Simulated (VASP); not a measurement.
AlRu, 12 atoms in the cell. It takes space group Pm-3m (No. 221, cubic). The conventional cell has a = 3.004 Å, b = 3.004 Å, c = 3.004 Å, α = 90.00°, β = 90.00°, γ = 90.00°. Within 3.4 Å of Al (site symmetry m-3m) lie 8 Ru at 2.60 Å and 6 Al at 3.00 Å. Within 3.4 Å of Ru (site symmetry m-3m) lie 8 Al at 2.60 Å and 6 Ru at 3.00 Å. 

* Program: VASP 6.6.1
* Task: single point
* Functional: PBE
* Potentials or basis: VASP PAW PBE potentials, release 64 (Al, Ru_pv)
* Cutoff: 520 eV
* k mesh: 8 × 8 × 6
* Occupations: gaussian, width 0.1 eV
* Spin: no spin polarisation
* Dipole correction: no
* Further INCAR settings: ALGO = Fast; EDIFF = 1e-06; NBANDS = 63

Potentials or basis: VASP PAW PBE potentials, release 64 (Al, Ru_pv).

The run is started by

```console
$ cat potpaw_PBE.64/Al/POTCAR potpaw_PBE.64/Ru_pv/POTCAR > POTCAR
$ mpirun -np 1 vasp_std > vasp.out
```

Hardware: 1 thread of Intel(R) Xeon(R) 6975P-C (Granite Rapids), on a shared host.

**Question.** Estimate the wall time of this run.

**Answer.** It took 9.6 min on 1 thread of Intel(R) Xeon(R) 6975P-C (Granite Rapids), with other jobs on the host, peak memory 0.9 GiB. Counts: scf iterations 16, k points 130.
